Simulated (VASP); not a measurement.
Set up this calculation in VASP 6.6.1, as the native input.

```yaml
Task: single point
Functional: LDA
Potentials_or_basis: VASP PAW LDA potentials, release 64 (Sr_sv, Ti_sv, O_h)
Cutoff: 1340 eV
k_mesh: 6 × 6 × 6
Occupations: fermi-dirac, width 0.02 eV
Spin: no spin polarisation
Dipole_correction: no
Further_INCAR_settings: ALGO = Normal; EDIFF = 1e-06; NBANDS = 28
```

The structure of SrTiO3 lies in POSCAR:

```
SrTiO3
1.0
    3.8542325403      0.0000000000      0.0000000000
    0.0000000000      3.8542325403      0.0000000000
    0.0000000000      0.0000000000      3.8542325403
Sr Ti O
1 1 3
Direct
    0.5000000000      0.5000000000      0.5000000000
    0.0000000000      0.0000000000      0.0000000000
    0.5000000000      0.0000000000      0.0000000000
    0.0000000000      0.5000000000      0.0000000000
    0.0000000000      0.0000000000      0.5000000000
```

These files were run (other wordings do the same):

INCAR

```
SYSTEM = SrTiO3
PREC = Accurate
ENCUT = 1340
EDIFF = 1E-6
ISMEAR = -1
SIGMA = 0.02
LREAL = .FALSE.
LASPH = .TRUE.
NELM = 120
ALGO = Normal
ISIF = 2
LWAVE = .FALSE.
LCHARG = .FALSE.
GGA = CA
NBANDS = 28
GGA_COMPAT = .FALSE.
```

KPOINTS

```
Automatic mesh
0
G
  6 6 6
  0 0 0
```

Potentials or basis: VASP PAW LDA potentials, release 64 (Sr_sv, Ti_sv, O_h).

Launch:

```bash
$ cat potpaw_LDA.64/Sr_sv/POTCAR potpaw_LDA.64/Ti_sv/POTCAR potpaw_LDA.64/O_h/POTCAR > POTCAR
$ mpirun -np 1 vasp_std > vasp.out
```

Results of the run:

```json
{"Pressure": "1.0 GPa", "Band gap on the k mesh": "1.82 eV (least direct gap 2.15 eV)"}
```

Wall time 2.1 min on 1 thread of Intel(R) Xeon(R) Platinum 8488C (Sapphire Rapids), on a shared host, peak memory 0.35 GiB.
